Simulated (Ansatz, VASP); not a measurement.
One calculation of Ca, two programs

```xyz
4
Lattice="3.9603 0.0000 0.0000 -1.9802 3.4297 0.0000 0.0000 0.0000 12.9791" Properties=species:S:1:pos:R:3 pbc="T T T"
Ca    0.0000    0.0000    0.0000
Ca    0.0000    0.0000    6.4895
Ca    0.0000    2.2865    3.2448
Ca    1.9802    1.1432    9.7343
```

Alike in both runs: task single point; functional revPBE; k mesh 10 × 10 × 3; occupations fermi-dirac, width 0.1 eV; no spin polarisation.

|  | VASP | Ansatz |
| --- | --- | --- |
| version | VASP 6.6.1 | Ansatz 0.2.0 |
| potentials or method | VASP PAW PBE potentials, release 64 (Ca_sv), cutoff 520 eV | plane waves (420 eV) with PAW, scalar-relativistic |
| valence electrons in the cell | 40 | 40 |

|  | VASP | Ansatz | Ansatz less VASP |
| --- | --- | --- | --- |
| pressure (GPa) | 0.0 | 0.0 | -0.01 |

VASP's potentials were made for PBE, not for revPBE.
